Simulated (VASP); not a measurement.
# Fe (Fm-3m) in VASP: single point with LDA

Aim: the single point of Fe with LDA.

Everything below comes from runs of VASP 6.6.1. Logs are shortened: lines on timing, memory, paths and dates and some standing lists are left out, and cuts for length are marked.

### 1 The cell of the first run

The structure is cubic, space group Fm-3m (No. 225). The conventional cell has a = 3.561 Å, b = 3.561 Å, c = 3.561 Å, α = 90.00°, β = 90.00°, γ = 90.00°. Fe (site symmetry m-3m) has 12 Fe at 2.52 Å within 3.3 Å.

### 2 Single point, LDA, non-collinear spin, typed start

Input file INCAR:

```
SYSTEM = Fe
PREC = Accurate
ENCUT = 520
EDIFF = 1E-6
ISMEAR = 0
SIGMA = 0.05
LREAL = .False.
LASPH = .True.
NELM = 150
ALGO = Normal
ISIF = 2
LWAVE = .False.
LCHARG = .True.
LNONCOLLINEAR = .True.
MAGMOM = -0.195 -1.285 -0.018 -0.586 -1.592 -2.352
LORBIT = 11
LMAXMIX = 4
GGA = CA
LVHAR = .True.
NBANDS = 28
```

Input file KPOINTS:

```
Automatic mesh
0
Gamma
  4 4 3
  0 0 0
```

Input file POSCAR:

```
Fe
1.0
    2.5179000000      0.0000000000      0.0000000000
    0.0000000000      2.5179000000      0.0000000000
    0.0000000000      0.0000000000      3.5609000000
Fe
2
Direct
    0.0000000000      0.0000000000      0.0000000000
    0.5000000000      0.5000000000      0.5000000000
```

Potentials or basis: VASP PAW LDA potentials, release 64 (Fe).

The run is started by

```
$ cat potpaw_LDA.64/Fe/POTCAR > POTCAR
$ mpirun -np 1 vasp_ncl > vasp.out
```

OUTCAR:

```text
SYSTEM = Fe
   PREC = Accurate
   ENCUT = 520
   EDIFF = 1E-6
   ISMEAR = 0
   LREAL = .False.
   LASPH = .True.
   NELM = 150
   ISIF = 2
   LNONCOLLINEAR = .True.
   LORBIT = 11
   GGA = CA

 ion  position               nearest neighbor table
   1  0.000  0.000  0.000-   2 2.52   2 2.52   2 2.52   2 2.52   2 2.52   2 2.52   2 2.52   2 2.52

   2  0.500  0.500  0.500-   1 2.52   1 2.52   1 2.52   1 2.52   1 2.52   1 2.52   1 2.52   1 2.52

  LATTYP: Found a simple tetragonal cell.
 ALAT       =     2.5179000000
 C/A-ratio  =     1.4142340840

  Lattice vectors:

 A1 = (   2.5179000000,   0.0000000000,   0.0000000000)
 A2 = (   0.0000000000,   2.5179000000,   0.0000000000)
 A3 = (   0.0000000000,   0.0000000000,   3.5609000000)

Analysis of symmetry for initial positions (statically):
=====================================================================
 Subroutine PRICEL returns following result:

  LATTYP: Found a body centered tetragonal cell.
 ALAT       =     2.5179000000
 C/A-ratio  =     1.4142340840

  Lattice vectors:

 A1 = (   1.2589500000,   1.2589500000,   1.7804500000)
 A2 = (  -1.2589500000,  -1.2589500000,   1.7804500000)
 A3 = (   1.2589500000,  -1.2589500000,  -1.7804500000)

   2 primitive cells build up your supercell.

 Routine SETGRP: Setting up the symmetry group for a
 simple tetragonal supercell.

 Subroutine GETGRP returns: Found 16 space group operations
 (whereof 16 operations were pure point group operations)
 out of a pool of 16 trial point group operations.

The static configuration has the point symmetry D_4h.

Analysis of symmetry for dynamics (positions and initial velocities):
=====================================================================
 Subroutine PRICEL returns following result:

  LATTYP: Found a body centered tetragonal cell.
 ALAT       =     2.5179000000
 C/A-ratio  =     1.4142340840

  Lattice vectors:

 A1 = (   1.2589500000,   1.2589500000,   1.7804500000)
 A2 = (  -1.2589500000,  -1.2589500000,   1.7804500000)
 A3 = (   1.2589500000,  -1.2589500000,  -1.7804500000)

   2 primitive cells build up your supercell.

 Routine SETGRP: Setting up the symmetry group for a
 simple tetragonal supercell.

 Subroutine GETGRP returns: Found 16 space group operations
 (whereof 16 operations were pure point group operations)
 out of a pool of 16 trial point group operations.

The dynamic configuration has the point symmetry D_4h.

Analysis of structural, dynamic, and magnetic symmetry:
=====================================================================
 Subroutine PRICEL returns:
 Original cell was already a primitive cell.

 Routine SETGRP: Setting up the symmetry group for a
 simple tetragonal supercell.

 Subroutine GETGRP returns: Found  2 space group operations
 (whereof  2 operations were pure point group operations)
 out of a pool of 16 trial point group operations.

The overall configuration has the point symmetry S_2 .

 Subroutine INISYM returns: Found  2 space group operations
 (whereof  2 operations are pure point group operations),
 and found     1 'primitive' translations

----------------------------------------------------------------------------------------

                                     Primitive cell

  volume of cell :      22.5755

  direct lattice vectors                    reciprocal lattice vectors
     2.517900000  0.000000000  0.000000000     0.397156360  0.000000000  0.000000000
     0.000000000  2.517900000  0.000000000     0.000000000  0.397156360  0.000000000
     0.000000000  0.000000000  3.560900000     0.000000000  0.000000000  0.280827881

  length of vectors
     2.517900000  2.517900000  3.560900000     0.397156360  0.397156360  0.280827881

  position of ions in fractional coordinates (direct lattice)
     0.000000000  0.000000000  0.000000000
     0.500000000  0.500000000  0.500000000

  ion indices of the primitive-cell ions
[... 23 lines left out ...]
     0.000000000  0.000000000  0.000000000

 Subroutine IBZKPT returns following result:
 ===========================================

 Found     26 irreducible k-points:

 Following reciprocal coordinates:
            Coordinates               Weight
  0.000000  0.000000  0.000000      1.000000
  0.250000  0.000000  0.000000      2.000000
  0.000000  0.250000  0.000000      2.000000
  0.500000  0.000000  0.000000      1.000000
  0.000000  0.500000  0.000000      1.000000
  0.250000  0.250000  0.000000      2.000000
[... 16 lines left out ...]
 -0.250000  0.500000  0.333333      2.000000
  0.500000 -0.250000  0.333333      2.000000
 [... further k-points ...]
   k-points           NKPTS =     26   k-points in BZ     NKDIM =     26   number of bands    NBANDS=     28
   number of dos      NEDOS =    301   number of ions     NIONS =      2
   total plane-waves  NPLWV =  11200
   dimension x,y,z NGX =    20 NGY =   20 NGZ =   28
   dimension x,y,z NGXF=    40 NGYF=   40 NGZF=   56
   ions per type =               2
   NGX,Y,Z   is equivalent  to a cutoff of  13.21, 13.21, 13.07 a.u.
   NGXF,Y,Z  is equivalent  to a cutoff of  26.41, 26.41, 26.14 a.u.
 SYSTEM =  Fe
   PREC   = accura    normal or accurate (medium, high low for compatibility)
   ISTART =      0    job   : 0-new  1-cont  2-samecut
   ICHARG =      2    charge: 1-file 2-atom 10-const
   ISPIN  =      1    spin polarized calculation?
   LNONCOLLINEAR =      T non collinear calculations
   LSORBIT =      F    spin-orbit coupling
   LASPH  =      T    aspherical Exc in radial PAW
   ENCUT  =  520.0 eV  38.22 Ry    6.18 a.u.   4.68  4.68  6.62*2*pi/ulx,y,z
   NELM   =    150;   NELMIN=  2; NELMDL= -5     # of ELM steps
   EDIFF  = 0.1E-05   stopping-criterion for ELM
   LREAL  =      F    real-space projection
   EDIFFG = 0.1E-04   stopping-criterion for IOM
   NSW    =      0    number of steps for IOM
   IBRION =     -1    ionic relax: 0-MD 1-quasi-New 2-CG
   NFREE  =      0    steps in history (QN), initial steepest desc. (CG)
   ISIF   =      2    stress and relaxation
   ISYM   =      2    0-nonsym 1-usesym 2-fastsym
   POTIM  = 0.5000    time-step for ionic-motion
   TEBEG  =    0.0;   TEEND  =   0.0 temperature during run
   PSTRESS=    0.0 pullay stress
   NELECT =      16.0000    total number of electrons
   NUPDOWN=      -1.0000    fix difference up-down
   EMIN   =  10.00;   EMAX   =-10.00  energy-range for DOS
   EFERMI =   0.00;   METHOD = LEGACY
   ISMEAR =     0;   SIGMA  =   0.05  broadening in eV -4-tet -1-fermi 0-gaus
   EFERMI_NEDOS =   21; number of points for ismear=-14 and -15
   IALGO  =     38    algorithm
   IMIX   =      4    mixing-type and parameters
     AMIX     =   0.40;   BMIX     =  1.00
     AMIX_MAG =   1.60;   BMIX_MAG =  1.00
  volume/ion in A,a.u.               =      11.29        76.17
  Fermi-wavevector in a.u.,A,eV,Ry     =   1.459607  2.758257 28.986564  2.130452
  Thomas-Fermi vector in A             =   2.576154
   LORBIT       =     11    0 simple, 1 ext, 2 COOP (PROOUT), +10 PAW based schemes
   GGA     = CA    functional components
   LHFCALC =     F    Hartree Fock is set to
   AEXX    =    0.0000 exact exchange contribution
   IVDW    =     0    specifies the selected vdW correction
   LEPSILON=     F    determine dielectric tensor
   LRPA    =     F    only Hartree local field effects (RPA)
 Gauss-broadening in eV      SIGMA  =   0.05
  energy-cutoff  :      520.00
  volume of cell :       22.58
 maximum number of plane-waves:      1236
 NGX is ok and might be reduce to    20
   NGX =  9   NGY =  9   NGZ = 13

 number of electron      15.9999994 magnetization      -0.1264679     -0.5414856     -0.3075750

 number of electron      15.9999994 magnetization      -0.0009548      0.0003835     -0.0068643

 number of electron      15.9999994 magnetization       0.0004302      0.0013338      0.0015590

 number of electron      15.9999994 magnetization       0.0000575     -0.0000221      0.0004109

 Free energy of the ion-electron system (eV)
  ---------------------------------------------------
  ext. energy  EPLUGINS =         0.00000000
  ---------------------------------------------------
  free energy    TOTEN  =       -18.27912962 eV

  energy without entropy =      -18.27656363  energy(sigma->0) =      -18.27784662

 E-fermi :   5.6107     XC(G=0): -13.4860

 val. band max:        5.5094185359   @ k =   0.0000   0.0000   0.0000
 cond. band min:       5.6115769209   @ k =  -0.2500   0.2500   0.0000
 fundamental gap:      0.1021583851
 Fermi energy:         5.6107095271

 k-point     1 :       0.0000    0.0000    0.0000
  band No.  band energies     occupation
      1      -2.6452      1.00000
      2      -2.6451      1.00000
      3       1.2414      1.00000
      4       1.2416      1.00000
      5       1.9457      1.00000
      6       1.9458      1.00000
[... 733 lines left out ...]
     27      14.2215      0.00000
     28      14.2216      0.00000

 [... further k-points ...]
[... 5 lines left out ...]
  --------------------------------------------------------------------------------------
  -------------------------------------------------------------------------------------
  Total       -5.3616684     -5.3616641     -4.1026718      0.0000008      0.0000004     -0.0000031
  in kB     -380.5167678   -380.5164660   -291.1659798      0.0000587      0.0000313     -0.0002230
  external PRESSURE =    -350.7330712 kB  Pullay stress =       0.0000000 kB

 VOLUME and BASIS-vectors are now :
 -----------------------------------------------------------------------------
  energy-cutoff  :      520.00
  volume of cell :       22.58
      direct lattice vectors                 reciprocal lattice vectors
     2.517900000  0.000000000  0.000000000     0.397156360  0.000000000  0.000000000
     0.000000000  2.517900000  0.000000000     0.000000000  0.397156360  0.000000000
     0.000000000  0.000000000  3.560900000     0.000000000  0.000000000  0.280827881

 POSITION                                       TOTAL-FORCE (eV/Angst)
 -----------------------------------------------------------------------------------
      0.00000      0.00000      0.00000         0.000000      0.000000      0.000000
      1.25895      1.25895      1.78045         0.000000      0.000000      0.000000
 -----------------------------------------------------------------------------------
    total drift:                               -0.000000      0.000000      0.000000

  FREE ENERGIE OF THE ION-ELECTRON SYSTEM (eV)
  ---------------------------------------------------
  free  energy   TOTEN  =       -18.2791296184 eV

  energy  without entropy=      -18.2765636313  energy(sigma->0) =      -18.27784662

 total charge

# of ion       s       p       d       tot
------------------------------------------
    1        0.494   0.540   6.246   7.280
    2        0.494   0.540   6.246   7.280
--------------------------------------------------
tot          0.989   1.080  12.491  14.560

 magnetization (x)

# of ion       s       p       d       tot
------------------------------------------
    1        0.001   0.001   0.073   0.075
    2       -0.001  -0.001  -0.073  -0.075
--------------------------------------------------
tot         -0.000  -0.000   0.000   0.000

 magnetization (y)

# of ion       s       p       d       tot
------------------------------------------
    1       -0.003  -0.005  -0.334  -0.342
    2        0.003   0.005   0.334   0.342
--------------------------------------------------
tot         -0.000  -0.000   0.000   0.000

 magnetization (z)

# of ion       s       p       d       tot
------------------------------------------
    1        0.008   0.012   0.834   0.854
    2       -0.008  -0.012  -0.834  -0.854
--------------------------------------------------
tot          0.000  -0.000   0.000   0.000
```

Run time: 1.7 min. Hardware: 1 thread of Intel Xeon 8259CL, shared host; peak memory 0.17 GiB.

What came out:

- Free energy: -18.2791 eV
- Pressure: -35.1 GPa
- Band gap on the k mesh: zero (band 16 reaches 6.69 eV, above the bottom of band 17 at 5.46 eV)
- Net moment: 0.00 μB per cell
- Valence electrons inside the program's atomic spheres: Fe 7.28

Moments on the atoms (μB; x, y, z):
```
Fe   0.07 -0.34  0.85
Fe  -0.07  0.34 -0.85
```

Caveat: the k points lie up to 0.62 Å⁻¹ apart; the starting moments collapsed, and a magnetic state may lie lower.
